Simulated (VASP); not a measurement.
Input of a VASP 6.6.1 run:

POSCAR

```
Na3SI
1.0
    5.2495919676      0.0000000000      0.0000000000
    0.0000000000      5.2495919676      0.0000000000
    0.0000000000      0.0000000000      5.2495919676
I S Na
1 1 3
Direct
    0.0000000000      0.0000000000      0.0000000000
    0.5000000000      0.5000000000      0.5000000000
    0.5000000000      0.5000000000      0.0000000000
    0.5000000000      0.0000000000      0.5000000000
    0.0000000000      0.5000000000      0.5000000000
```

Contents of INCAR.step1:

```
ALGO     = Normal         # electronic algorithm
EDIFF    = 1E-4           # SCF threshold, eV
ENCUT    = 520            # plane-wave cutoff, eV
GGA      = PE             # functional
ISMEAR   = -1             # smearing method
LASPH    = T              # aspherical terms in the spheres
LCHARG   = F              # write CHGCAR
LREAL    = F              # projectors in reciprocal space
LWAVE    = T              # write WAVECAR
NBANDS   = 25             # bands
NELM     = 100            # most SCF steps
PREC     = Accurate       # precision mode
SIGMA    = 0.03           # smearing width, eV
```

INCAR.step2

```
ALGO     = Normal         # electronic algorithm
BPARAM   = 11.95        
CPARAM   = 0.0093       
EDIFF    = 1E-6           # SCF threshold, eV
ENCUT    = 520            # plane-wave cutoff, eV
ISIF     = 2              # what is computed and relaxed
ISMEAR   = -1             # smearing method
ISTART   = 1            
IVDW_NL  = 2            
LASPH    = T              # aspherical terms in the spheres
LCHARG   = T              # write CHGCAR
LELF     = T              # ELF
LMIXTAU  = T            
LREAL    = F              # projectors in reciprocal space
LUSE_VDW = T            
LVHAR    = T            
LWAVE    = F              # write WAVECAR
METAGGA  = R2SCAN         # meta-GGA
NBANDS   = 25             # bands
NELM     = 100            # most SCF steps
PREC     = Accurate       # precision mode
SIGMA    = 0.03           # smearing width, eV
```

Contents of KPOINTS:

```
k-points
0
Gamma
  4 4 4
```

Potentials or basis: VASP PAW PBE potentials, release 64 (I, S, Na_pv).

Run with:

```console
$ cat potpaw_PBE.64/I/POTCAR potpaw_PBE.64/S/POTCAR potpaw_PBE.64/Na_pv/POTCAR > POTCAR
$ cp INCAR.step1 INCAR
$ mpirun -np 1 vasp_std > vasp.out
$ cp INCAR.step2 INCAR
$ mpirun -np 1 vasp_std > vasp.out
```

Task: Estimate the band gap on the k mesh.

Result: 3.09 eV.

Task: What does it give for the pressure?

Result: -0.1 GPa.

Caveat: the PAW data sets were made with another functional, which shifts forces and pressure a little; spin-orbit coupling is left out, which moves the levels of the heavy elements.
